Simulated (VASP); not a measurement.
# GaSb (F-43m) in VASP: a series of runs

Runs on GaSb. Level: r2SCAN+D4. Tasks: single point.

Everything below comes from runs of VASP 6.6.1. Logs are shortened: lines on timing, memory, paths and dates and some standing lists are left out, and cuts for length are marked.

## 1. The cell of the first run

The structure is cubic, space group F-43m (No. 216). The conventional cell has a = 6.199 Å, b = 6.199 Å, c = 6.199 Å, α = 90.00°, β = 90.00°, γ = 90.00°. Sb (site symmetry -43m) has 4 Ga at 2.68 Å within 3.5 Å. Ga (site symmetry -43m) has 4 Sb at 2.68 Å within 3.5 Å.

## 2. Single point, r2SCAN+D4

POSCAR reads:

```
GaSb
1.0
    0.0000000000      3.0992546163      3.0992546163
    3.0992546163      0.0000000000      3.0992546163
    3.0992546163      3.0992546163      0.0000000000
Sb Ga
1 1
Direct
    0.7500000000      0.7500000000      0.7500000000
    0.0000000000      0.0000000000      0.0000000000
```

INCAR.step1 reads:

```
SYSTEM = GaSb
ALGO     = Normal         ! electronic algorithm
EDIFF    = 1E-4           ! SCF threshold, eV
ENCUT    = 520            ! plane-wave cutoff, eV
GGA      = PE             ! functional
ISMEAR   = -1             ! smearing method
LASPH    = .TRUE.         ! aspherical terms in the spheres
LCHARG   = .FALSE.        ! write CHGCAR
LREAL    = .FALSE.        ! projectors in reciprocal space
LWAVE    = .TRUE.         ! write WAVECAR
NBANDS   = 16             ! bands
NELM     = 60             ! most SCF steps
PREC     = Accurate       ! precision mode
SIGMA    = 0.05           ! smearing width, eV
```

INCAR.step2 reads:

```
SYSTEM = GaSb
ALGO     = Normal         ! electronic algorithm
EDIFF    = 1E-6           ! SCF threshold, eV
ENCUT    = 520            ! plane-wave cutoff, eV
ISIF     = 2              ! what is computed and relaxed
ISMEAR   = -1             ! smearing method
ISTART   = 1            
IVDW     = 13             ! dispersion correction
LASPH    = .TRUE.         ! aspherical terms in the spheres
LCHARG   = .TRUE.         ! write CHGCAR
LELF     = .TRUE.         ! ELF
LMIXTAU  = .TRUE.       
LREAL    = .FALSE.        ! projectors in reciprocal space
LVHAR    = .TRUE.       
LWAVE    = .FALSE.        ! write WAVECAR
METAGGA  = R2SCAN         ! meta-GGA
NBANDS   = 16             ! bands
NELM     = 60             ! most SCF steps
PREC     = Accurate       ! precision mode
SIGMA    = 0.05           ! smearing width, eV
VDW_A1   = 0.51559235   
VDW_A2   = 5.77342911   
VDW_S6   = 1.0          
VDW_S8   = 0.6018749
```

KPOINTS reads:

```
k-points
0
G
  8 8 8
  0 0 0
```

Potentials or basis: VASP PAW PBE potentials, release 64 (Sb, Ga_d).

Command:

```
$ cat potpaw_PBE.64/Sb/POTCAR potpaw_PBE.64/Ga_d/POTCAR > POTCAR
$ cp INCAR.step1 INCAR
$ mpirun -np 1 vasp_std > vasp.out
$ cp INCAR.step2 INCAR
$ mpirun -np 1 vasp_std > vasp.out
```

OUTCAR:

```text
SYSTEM = GaSb
   EDIFF = 1E-6
   ENCUT = 520
   ISIF = 2
   ISMEAR = -1
   ISTART = 1
   IVDW = 13
   LASPH = .TRUE.
   LREAL = .FALSE.
   METAGGA = R2SCAN
   NELM = 60
   PREC = Accurate

 ion  position               nearest neighbor table
   1  0.750  0.750  0.750-   2 2.68   2 2.68   2 2.68   2 2.68
   2  0.000  0.000  0.000-   1 2.68   1 2.68   1 2.68   1 2.68

  LATTYP: Found a face centered cubic cell.
 ALAT       =     6.1985092326

  Lattice vectors:

 A1 = (   0.0000000000,   3.0992546163,   3.0992546163)
 A2 = (   3.0992546163,   0.0000000000,   3.0992546163)
 A3 = (   3.0992546163,   3.0992546163,   0.0000000000)

Analysis of symmetry for initial positions (statically):
=====================================================================
 Subroutine PRICEL returns:
 Original cell was already a primitive cell.

 Routine SETGRP: Setting up the symmetry group for a
 face centered cubic supercell.

 Subroutine GETGRP returns: Found 24 space group operations
 (whereof 24 operations were pure point group operations)
 out of a pool of 48 trial point group operations.

The static configuration has the point symmetry T_d .

Analysis of symmetry for dynamics (positions and initial velocities):
=====================================================================
 Subroutine PRICEL returns:
 Original cell was already a primitive cell.

 Routine SETGRP: Setting up the symmetry group for a
 face centered cubic supercell.

 Subroutine GETGRP returns: Found 24 space group operations
 (whereof 24 operations were pure point group operations)
 out of a pool of 48 trial point group operations.

The dynamic configuration has the point symmetry T_d .

 Subroutine INISYM returns: Found 24 space group operations
 (whereof 24 operations are pure point group operations),
 and found     1 'primitive' translations

----------------------------------------------------------------------------------------

                                     Primitive cell

  volume of cell :      59.5390

  direct lattice vectors                    reciprocal lattice vectors
     0.000000000  3.099254616  3.099254616    -0.161329114  0.161329114  0.161329114
     3.099254616  0.000000000  3.099254616     0.161329114 -0.161329114  0.161329114
     3.099254616  3.099254616  0.000000000     0.161329114  0.161329114 -0.161329114

  length of vectors
     4.383007912  4.383007912  4.383007912     0.279430221  0.279430221  0.279430221

  position of ions in fractional coordinates (direct lattice)
     0.750000000  0.750000000  0.750000000
     0.000000000  0.000000000  0.000000000

  ion indices of the primitive-cell ions
   primitive index   ion index
                 1           1
                 2           2

----------------------------------------------------------------------------------------

 KPOINTS: k-points

Automatic generation of k-mesh.
 Grid dimensions read from file:
 generate k-points for:    8    8    8

 Generating k-lattice:

  Cartesian coordinates                     Fractional coordinates (reciprocal lattice)
    -0.020166139  0.020166139  0.020166139     0.125000000  0.000000000  0.000000000
     0.020166139 -0.020166139  0.020166139     0.000000000  0.125000000  0.000000000
     0.020166139  0.020166139 -0.020166139     0.000000000  0.000000000  0.125000000

  Length of vectors
     0.034928778  0.034928778  0.034928778

  Shift w.r.t. Gamma in fractional coordinates (k-lattice)
     0.000000000  0.000000000  0.000000000

 Subroutine IBZKPT returns following result:
 ===========================================

 Found     29 irreducible k-points:

 Following reciprocal coordinates:
            Coordinates               Weight
  0.000000  0.000000  0.000000      1.000000
  0.125000  0.000000  0.000000      8.000000
  0.250000  0.000000  0.000000      8.000000
  0.375000  0.000000  0.000000      8.000000
  0.500000  0.000000  0.000000      4.000000
  0.125000  0.125000  0.000000      6.000000
[... 16 lines left out ...]
  0.500000  0.250000  0.125000     48.000000
 -0.375000  0.250000  0.125000     24.000000
 [... further k-points ...]
   k-points           NKPTS =     29   k-points in BZ     NKDIM =     29   number of bands    NBANDS=     16
   number of dos      NEDOS =    301   number of ions     NIONS =      2
   total plane-waves  NPLWV =  46656
   dimension x,y,z NGX =    36 NGY =   36 NGZ =   36
   dimension x,y,z NGXF=    72 NGYF=   72 NGZF=   72
   ions per type =               1   1
   NGX,Y,Z   is equivalent  to a cutoff of  13.65, 13.65, 13.65 a.u.
   NGXF,Y,Z  is equivalent  to a cutoff of  27.31, 27.31, 27.31 a.u.
 SYSTEM =  GaSb
   PREC   = accura    normal or accurate (medium, high low for compatibility)
   ISTART =      1    job   : 0-new  1-cont  2-samecut
   ICHARG =      0    charge: 1-file 2-atom 10-const
   ISPIN  =      1    spin polarized calculation?
   LNONCOLLINEAR =      F non collinear calculations
   LSORBIT =      F    spin-orbit coupling
   LASPH  =      T    aspherical Exc in radial PAW
   ENCUT  =  520.0 eV  38.22 Ry    6.18 a.u.   8.15  8.15  8.15*2*pi/ulx,y,z
   NELM   =     60;   NELMIN=  2; NELMDL=  0     # of ELM steps
   EDIFF  = 0.1E-05   stopping-criterion for ELM
   LREAL  =      F    real-space projection
   EDIFFG = 0.1E-04   stopping-criterion for IOM
   NSW    =      0    number of steps for IOM
   IBRION =     -1    ionic relax: 0-MD 1-quasi-New 2-CG
   NFREE  =      0    steps in history (QN), initial steepest desc. (CG)
   ISIF   =      2    stress and relaxation
   ISYM   =      2    0-nonsym 1-usesym 2-fastsym
   POTIM  = 0.5000    time-step for ionic-motion
   TEBEG  =    0.0;   TEEND  =   0.0 temperature during run
   PSTRESS=    0.0 pullay stress
   NELECT =      18.0000    total number of electrons
   NUPDOWN=      -1.0000    fix difference up-down
   EMIN   =  10.00;   EMAX   =-10.00  energy-range for DOS
   EFERMI =   0.00;   METHOD = LEGACY
   ISMEAR =    -1;   SIGMA  =   0.05  broadening in eV -4-tet -1-fermi 0-gaus
   EFERMI_NEDOS =   21; number of points for ismear=-14 and -15
   IALGO  =     38    algorithm
   IMIX   =      4    mixing-type and parameters
     AMIX     =   0.40;   BMIX     =  1.00
     AMIX_MAG =   1.60;   BMIX_MAG =  1.00
  volume/ion in A,a.u.               =      29.77       200.89
  Fermi-wavevector in a.u.,A,eV,Ry     =   1.098749  2.076334 16.425619  1.207249
  Thomas-Fermi vector in A             =   2.235132
   LORBIT       =      0    0 simple, 1 ext, 2 COOP (PROOUT), +10 PAW based schemes
   METAGGA = R2SCAN    functional components
   LHFCALC =     F    Hartree Fock is set to
   AEXX    =    0.0000 exact exchange contribution
   IVDW    =    13    specifies the selected vdW correction
   LEPSILON=     F    determine dielectric tensor
   LRPA    =     F    only Hartree local field effects (RPA)
 non-spin polarized calculation
  energy-cutoff  :      520.00
  volume of cell :       59.54
 maximum number of plane-waves:      1639
 NGX is ok and might be reduce to    36
   NGX = 17   NGY = 17   NGZ = 17

 number of electron      17.9999991 magnetization

 Free energy of the ion-electron system (eV)
  ---------------------------------------------------
  ext. energy  EPLUGINS =         0.00000000
  ---------------------------------------------------
  free energy    TOTEN  =       -37.59191282 eV

  energy without entropy =      -37.59158408  energy(sigma->0) =      -37.59174845

 E-fermi :   4.4015     XC(G=0):  -9.5403

 val. band max:        4.2887626039   @ k =   0.0000   0.0000   0.0000
 cond. band min:       4.4439349505   @ k =   0.0000   0.0000   0.0000
 fundamental gap:      0.1551723467
 Fermi energy:         4.4014865257

 k-point     1 :       0.0000    0.0000    0.0000
  band No.  band energies     occupation
      1     -11.1374      2.00000
      2     -11.1374      2.00000
      3     -11.1374      2.00000
      4     -11.0867      2.00000
      5     -11.0867      2.00000
      6      -7.3662      2.00000
[... 8 lines left out ...]
     15      13.2387      0.00000
     16      13.2387      0.00000

 k-point     2 :       0.1250    0.0000    0.0000
  band No.  band energies     occupation
      1     -11.1413      2.00000
      2     -11.1357      2.00000
      3     -11.1357      2.00000
      4     -11.0868      2.00000
      5     -11.0868      2.00000
      6      -7.2052      2.00000
[... 8 lines left out ...]
     15      12.4995      0.00000
     16      12.4995      0.00000

 k-point     3 :       0.2500    0.0000    0.0000
  band No.  band energies     occupation
      1     -11.1503      2.00000
      2     -11.1318      2.00000
      3     -11.1318      2.00000
      4     -11.0870      2.00000
      5     -11.0870      2.00000
      6      -6.7478      2.00000
[... 8 lines left out ...]
     15      12.2856      0.00000
     16      12.2856      0.00000

 k-point     4 :       0.3750    0.0000    0.0000
  band No.  band energies     occupation
      1     -11.1592      2.00000
      2     -11.1284      2.00000
      3     -11.1284      2.00000
      4     -11.0867      2.00000
      5     -11.0867      2.00000
      6      -6.1180      2.00000
[... 8 lines left out ...]
     15      13.2483      0.00000
     16      13.2483      0.00000
[... 324 lines left out ...]
 k-point    22 :       0.3750    0.2500    0.1250
  band No.  band energies     occupation
      1     -11.1595      2.00000
      2     -11.1273      2.00000
      3     -11.1259      2.00000
      4     -11.0902      2.00000
      5     -11.0852      2.00000
      6      -6.3486      2.00000
[... 8 lines left out ...]
     15      13.8177      0.00000
     16      13.9895      0.00000

 k-point    23 :       0.5000    0.2500    0.1250
  band No.  band energies     occupation
      1     -11.1656      2.00000
      2     -11.1248      2.00000
      3     -11.1227      2.00000
      4     -11.0901      2.00000
      5     -11.0857      2.00000
      6      -5.7457      2.00000
[... 8 lines left out ...]
     15      13.4575      0.00000
     16      14.9470      0.00000

 k-point    24 :      -0.3750    0.2500    0.1250
  band No.  band energies     occupation
      1     -11.1679      2.00000
      2     -11.1241      2.00000
      3     -11.1214      2.00000
      4     -11.0894      2.00000
      5     -11.0863      2.00000
      6      -5.3918      2.00000
[... 8 lines left out ...]
     15      14.4572      0.00000
     16      14.9099      0.00000

 [... further k-points ...]

------------------------ aborting loop because EDIFF is reached ----------------------------------------

  DFT-D4 for vdW energy calculation

  Edisp (eV):   -0.27398

  FORCE on cell =-STRESS in cart. coord.  units (eV):
  Direction    XX          YY          ZZ          XY          YZ          ZX
  --------------------------------------------------------------------------------------
  -------------------------------------------------------------------------------------
  Total      -0.81764    -0.81764    -0.81764     0.00000     0.00000    -0.00000
  in kB     -22.00257   -22.00257   -22.00257     0.00000     0.00000    -0.00000
  external pressure =      -22.00 kB  Pullay stress =        0.00 kB

 VOLUME and BASIS-vectors are now :
 -----------------------------------------------------------------------------
  energy-cutoff  :      520.00
  volume of cell :       59.54
      direct lattice vectors                 reciprocal lattice vectors
     0.000000000  3.099254616  3.099254616    -0.161329114  0.161329114  0.161329114
     3.099254616  0.000000000  3.099254616     0.161329114 -0.161329114  0.161329114
     3.099254616  3.099254616  0.000000000     0.161329114  0.161329114 -0.161329114

 POSITION                                       TOTAL-FORCE (eV/Angst)
 -----------------------------------------------------------------------------------
      4.64888      4.64888      4.64888        -0.000000     -0.000000     -0.000000
      0.00000      0.00000      0.00000         0.000000      0.000000      0.000000
 -----------------------------------------------------------------------------------
    total drift:                               -0.000007     -0.000007     -0.000007

  FREE ENERGIE OF THE ION-ELECTRON SYSTEM (eV)
  ---------------------------------------------------
  free  energy   TOTEN  =       -37.8658937557 eV

  energy  without entropy=      -37.8655650153  energy(sigma->0) =      -37.86572939
```

It took 2.1 min on 1 thread of Intel Xeon 8259CL, shared host; peak memory 0.23 GiB.

What came out:

```
Free energy                : -37.8659 eV
Pressure                   : -2.2 GPa
Band gap on the k mesh     : 0.16 eV
Dispersion energy per atom : -0.137 eV
```

Caveat: the PAW data sets were made with another functional, which shifts forces and pressure a little; spin-orbit coupling is left out, which moves the levels of the heavy elements. A k mesh can miss the band edges.

## 3. Single point, r2SCAN+D4

This run uses another cell than the first one, of 30.34 Å³/atom.

POSCAR reads:

```
GaSb
1.0
    0.0000000000      3.1189956238      3.1189956238
    3.1189956238      0.0000000000      3.1189956238
    3.1189956238      3.1189956238      0.0000000000
Sb Ga
1 1
Direct
    0.7500000000      0.7500000000      0.7500000000
    0.0000000000      0.0000000000      0.0000000000
```

INCAR.step1 reads:

```
PREC = Accurate
ENCUT = 520
ISMEAR = -1
SIGMA = 0.05
LREAL = False
LASPH = True
NELM = 100
NBANDS = 16
GGA = PE
ALGO = Normal
EDIFF = 1E-4
LWAVE = True
LCHARG = False
```

INCAR.step2 reads:

```
PREC = Accurate
ENCUT = 520
EDIFF = 1E-6
ISMEAR = -1
SIGMA = 0.05
LREAL = False
LASPH = True
NELM = 100
ALGO = Normal
ISIF = 2
LWAVE = False
LCHARG = False
METAGGA = R2SCAN
LMIXTAU = True
IVDW = 13
VDW_S6 = 1.0
VDW_S8 = 0.6018749
VDW_A1 = 0.51559235
VDW_A2 = 5.77342911
NBANDS = 16
ISTART = 1
```

KPOINTS reads:

```
Automatic mesh
0
Gamma
  8 8 8
```

Potentials or basis: VASP PAW PBE potentials, release 64 (Sb, Ga_d).

Command:

```
$ cat potpaw_PBE.64/Sb/POTCAR potpaw_PBE.64/Ga_d/POTCAR > POTCAR
$ cp INCAR.step1 INCAR
$ mpirun -np 1 vasp_std > vasp.out
$ cp INCAR.step2 INCAR
$ mpirun -np 1 vasp_std > vasp.out
```

It took 2.2 min on 1 thread of Intel Xeon 8259CL, shared host; peak memory 0.23 GiB.

The run converged. Its results:

| Property | Result |
| --- | --- |
| Free energy | -37.8473 eV |
| Pressure | -3.0 GPa |
| Dispersion energy per atom | -0.135 eV |

Levels at points of the mesh, in eV from the Fermi level:
```
           k point  band 6  band 7  band 8  band 9  band 10  band 11  band 12  band 13
(0.00, 0.00, 0.00)  -11.59   -0.06   -0.06   -0.06    -0.05     2.94     2.94     2.94
(0.50, 0.00, 0.00)  -10.02   -6.36   -1.18   -1.18     0.49     3.95     3.95     6.87
(0.50, 0.50, 0.00)   -9.22   -6.84   -2.55   -2.55     1.11     1.52     8.81     8.81
```

Caveat: the PAW data sets were made with another functional, which shifts forces and pressure a little; spin-orbit coupling is left out, which moves the levels of the heavy elements.
